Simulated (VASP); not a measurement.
# In in VASP: notebook, part 2 of 2

VASP 6.6.1.

### 3 Single point, PBE

Contents of INCAR:

```
PREC     = Accurate       # precision mode
ENCUT    = 400            # plane-wave cutoff, eV
EDIFF    = 1E-6           # SCF threshold, eV
ISMEAR   = 0              # smearing method
SIGMA    = 0.1            # smearing width, eV
LREAL    = F              # projectors in reciprocal space
LASPH    = T              # aspherical terms in the spheres
NELM     = 120            # most SCF steps
ALGO     = Normal         # electronic algorithm
ISIF     = 2              # what is computed and relaxed
LWAVE    = F              # write WAVECAR
LCHARG   = F              # write CHGCAR
LDIPOL   = T            
IDIPOL   = 3            
DIPOL    = 0.5 0.5 0.504
GGA      = PE             # functional
NBANDS   = 40             # bands
GGA_COMPAT= F            
NELMDL   = -8
```

Contents of KPOINTS:

```
Automatic mesh
0
Gamma
  21 21 1
```

Contents of POSCAR:

```
In
1.0
    3.3777442500      0.0000000000      0.0000000000
    0.2462297000      3.3687575100      0.0000000000
    0.0000000000      0.0000000000     29.1988937220
In
5
Direct
    0.5000000001      0.4999999999      0.3424787287
    0.0000000000      0.0000000000      0.4212393690
    0.5000000001      0.4999999999      0.5032784724
    0.0000000000      0.0000000000      0.5856398780
    0.5000000001      0.4999999999      0.6675351757
```

Potentials or basis: VASP PAW PBE potentials, release 64 (In_d).

Run with:

```sh
> cat potpaw_PBE.64/In_d/POTCAR > POTCAR
> mpirun -np 1 vasp_std > vasp.out
```

OUTCAR:

```text
PREC = Accurate
   ENCUT = 400
   EDIFF = 1E-6
   ISMEAR = 0
   LREAL = F
   LASPH = T
   NELM = 120
   ISIF = 2
   GGA = PE
   NELMDL = -8

 ion  position               nearest neighbor table
   1  0.500  0.500  0.342-   2 3.25   2 3.25   2 3.38   2 3.38
   2  0.000  0.000  0.421-   1 3.25   1 3.25   3 3.32   3 3.32   1 3.38   1 3.38   3 3.44   3 3.44

   3  0.500  0.500  0.503-   2 3.32   2 3.32   4 3.33   4 3.33   2 3.44   2 3.44   4 3.45   4 3.45

   4  0.000  0.000  0.586-   5 3.32   5 3.32   3 3.33   3 3.33   5 3.44   5 3.44   3 3.45   3 3.45

   5  0.500  0.500  0.668-   4 3.32   4 3.32   4 3.44   4 3.44

  LATTYP: Found a base centered orthorhombic cell.
 ALAT       =     4.5994467643
 B/A-ratio  =     1.0757598136
 C/A-ratio  =     6.3483490989

  Lattice vectors:

 A1 = (  -0.2462297000,  -3.3687575100,   0.0000000000)
 A2 = (   3.3777442500,   0.0000000000,   0.0000000000)
 A3 = (   0.0000000000,   0.0000000000,  29.1988937220)

Analysis of symmetry for initial positions (statically):
=====================================================================
 Subroutine PRICEL returns:
 Original cell was already a primitive cell.

 Routine SETGRP: Setting up the symmetry group for a
 base centered orthorhombic supercell.

 Subroutine GETGRP returns: Found  4 space group operations
 (whereof  4 operations were pure point group operations)
 out of a pool of  8 trial point group operations.

The static configuration has the point symmetry C_2v.

Analysis of symmetry for dynamics (positions and initial velocities):
=====================================================================
 Subroutine PRICEL returns:
 Original cell was already a primitive cell.

 Routine SETGRP: Setting up the symmetry group for a
 base centered orthorhombic supercell.

 Subroutine GETGRP returns: Found  4 space group operations
 (whereof  4 operations were pure point group operations)
 out of a pool of  8 trial point group operations.

The dynamic configuration has the point symmetry C_2v.

 Subroutine INISYM returns: Found  4 space group operations
 (whereof  4 operations are pure point group operations),
 and found     1 'primitive' translations

----------------------------------------------------------------------------------------

                                     Primitive cell

  volume of cell :     332.2484

  direct lattice vectors                    reciprocal lattice vectors
     3.377744250  0.000000000  0.000000000     0.296055570 -0.021639336  0.000000000
     0.246229700  3.368757510  0.000000000     0.000000000  0.296845349  0.000000000
     0.000000000  0.000000000 29.198893722     0.000000000  0.000000000  0.034247873

  length of vectors
     3.377744250  3.377744251 29.198893722     0.296845349  0.296845349  0.034247873

  position of ions in fractional coordinates (direct lattice)
     0.500000000  0.500000000  0.342478729
     0.000000000  0.000000000  0.421239369
     0.500000000  0.500000000  0.503278472
     0.000000000  0.000000000  0.585639878
     0.500000000  0.500000000  0.667535176

  ion indices of the primitive-cell ions
   primitive index   ion index
                 1           1
                 2           2
                 3           3
                 4           4
[... 54 lines left out ...]
 [... further k-points ...]
   k-points           NKPTS =    121   k-points in BZ     NKDIM =    121   number of bands    NBANDS=     40
   number of dos      NEDOS =    301   number of ions     NIONS =      5
   total plane-waves  NPLWV = 110592
   dimension x,y,z NGX =    24 NGY =   24 NGZ =  192
   dimension x,y,z NGXF=    48 NGYF=   48 NGZF=  384
   ions per type =               5
   NGX,Y,Z   is equivalent  to a cutoff of  11.81, 11.81, 10.93 a.u.
   NGXF,Y,Z  is equivalent  to a cutoff of  23.62, 23.62, 21.86 a.u.
 SYSTEM =  unknown system
   PREC   = accura    normal or accurate (medium, high low for compatibility)
   ISTART =      0    job   : 0-new  1-cont  2-samecut
   ICHARG =      2    charge: 1-file 2-atom 10-const
   ISPIN  =      1    spin polarized calculation?
   LNONCOLLINEAR =      F non collinear calculations
   LSORBIT =      F    spin-orbit coupling
   LASPH  =      T    aspherical Exc in radial PAW
   ENCUT  =  400.0 eV  29.40 Ry    5.42 a.u.   5.51  5.51 47.62*2*pi/ulx,y,z
   NELM   =    120;   NELMIN=  2; NELMDL= -8     # of ELM steps
   EDIFF  = 0.1E-05   stopping-criterion for ELM
   LREAL  =      F    real-space projection
   EDIFFG = 0.1E-04   stopping-criterion for IOM
   NSW    =      0    number of steps for IOM
   IBRION =     -1    ionic relax: 0-MD 1-quasi-New 2-CG
   NFREE  =      0    steps in history (QN), initial steepest desc. (CG)
   ISIF   =      2    stress and relaxation
   ISYM   =      2    0-nonsym 1-usesym 2-fastsym
   POTIM  = 0.5000    time-step for ionic-motion
   TEBEG  =    0.0;   TEEND  =   0.0 temperature during run
   PSTRESS=    0.0 pullay stress
   NELECT =      65.0000    total number of electrons
   NUPDOWN=      -1.0000    fix difference up-down
   EMIN   =  10.00;   EMAX   =-10.00  energy-range for DOS
   EFERMI =   0.00;   METHOD = LEGACY
   ISMEAR =     0;   SIGMA  =   0.10  broadening in eV -4-tet -1-fermi 0-gaus
   EFERMI_NEDOS =   21; number of points for ismear=-14 and -15
   IALGO  =     38    algorithm
   IMIX   =      4    mixing-type and parameters
     AMIX     =   0.40;   BMIX     =  1.00
     AMIX_MAG =   1.60;   BMIX_MAG =  1.00
  volume/ion in A,a.u.               =      66.45       448.42
  Fermi-wavevector in a.u.,A,eV,Ry     =   0.950368  1.795934 12.288764  0.903199
  Thomas-Fermi vector in A             =   2.078738
   LORBIT       =      0    0 simple, 1 ext, 2 COOP (PROOUT), +10 PAW based schemes
   GGA     = PE    functional components
   LHFCALC =     F    Hartree Fock is set to
   AEXX    =    0.0000 exact exchange contribution
   IVDW    =     0    specifies the selected vdW correction
   LEPSILON=     F    determine dielectric tensor
   LRPA    =     F    only Hartree local field effects (RPA)
 non-spin polarized calculation
 Gauss-broadening in eV      SIGMA  =   0.10
  energy-cutoff  :      400.00
  volume of cell :      332.25
 maximum number of plane-waves:      6092
 NGX is ok and might be reduce to    24
   NGX = 11   NGY = 11   NGZ = 95

 dipolmoment           0.000000      0.000000      0.117739 electrons x Angstroem

 number of electron      65.0000044 magnetization

 dipolmoment           0.000000      0.000000     -0.002894 electrons x Angstroem

 Free energy of the ion-electron system (eV)
  ---------------------------------------------------
  ext. energy  EPLUGINS =         0.00000000
  ---------------------------------------------------
  free energy    TOTEN  =       -12.32005508 eV

  energy without entropy =      -12.30589203  energy(sigma->0) =      -12.31297355

 E-fermi :   0.5850     XC(G=0):  -4.6797

 val. band max:        0.5787235102   @ k =  -0.3810   0.3810   0.0000
 cond. band min:       0.5856436062   @ k =  -0.4286   0.4286   0.0000
 fundamental gap:      0.0069200960
 Fermi energy:         0.5849693272

 k-point     1 :       0.0000    0.0000    0.0000
  band No.  band energies     occupation
      1     -14.1423      2.00000
      2     -14.1108      2.00000
      3     -14.0645      2.00000
      4     -14.0509      2.00000
      5     -14.0238      2.00000
      6     -14.0051      2.00000
[... 1021 lines left out ...]
     39       5.6400      0.00000
     40       6.0423      0.00000

 [... further k-points ...]

------------------------ aborting loop because EDIFF is reached ----------------------------------------

 vacuum level on the upper side and lower side of the slab       (xc-potential included)        -0.239        -0.195

  FORCE on cell =-STRESS in cart. coord.  units (eV):
  Direction    XX          YY          ZZ          XY          YZ          ZX
  --------------------------------------------------------------------------------------
  -------------------------------------------------------------------------------------
  Total       -1.2659245     -1.2233618      0.4945717     -0.2911579      0.0000000      0.0000000
  in kB       -6.1045758     -5.8993288      2.3849369     -1.4040295      0.0000000      0.0000000
  external PRESSURE =      -3.2063225 kB  Pullay stress =       0.0000000 kB

 VOLUME and BASIS-vectors are now :
 -----------------------------------------------------------------------------
  energy-cutoff  :      400.00
  volume of cell :      332.25
      direct lattice vectors                 reciprocal lattice vectors
     3.377744250  0.000000000  0.000000000     0.296055570 -0.021639336  0.000000000
     0.246229700  3.368757510  0.000000000     0.000000000  0.296845349  0.000000000
     0.000000000  0.000000000 29.198893722     0.000000000  0.000000000  0.034247873

 POSITION                                       TOTAL-FORCE (eV/Angst)
 -----------------------------------------------------------------------------------
      1.81199      1.68438     10.00000        -0.000000      0.000000     -0.153769
      0.00000      0.00000     12.29972        -0.000000      0.000000      0.116735
      1.81199      1.68438     14.69517         0.000000      0.000000      0.008831
      0.00000      0.00000     17.10004        -0.000000      0.000000      0.005171
      1.81199      1.68438     19.49129         0.000000      0.000000      0.023032
 -----------------------------------------------------------------------------------
    total drift:                               -0.000000      0.000000      0.000749

  FREE ENERGIE OF THE ION-ELECTRON SYSTEM (eV)
  ---------------------------------------------------
  free  energy   TOTEN  =       -12.3200550783 eV

  energy  without entropy=      -12.3058920297  energy(sigma->0) =      -12.31297355

 vacuum level on the upper side and lower side of the slab         4.313         4.357
```

Wall time 56 min (1 thread of AMD EPYC 7R13, shared host); peak memory 0.86 GiB.

Results:

```
Free energy            : -12.3201 eV
Largest force          : 0.154 eV/Å
Band gap on the k mesh : zero (an odd number of electrons rules out a gap without spin polarisation)
```

Forces in eV/Å, atoms in the order of the input:
```
In   0.000  0.000 -0.154
In   0.000  0.000  0.117
In   0.000  0.000  0.009
In   0.000  0.000  0.005
In   0.000  0.000  0.023
```

Caveat: spin-orbit coupling is left out, which moves the levels of the heavy elements.
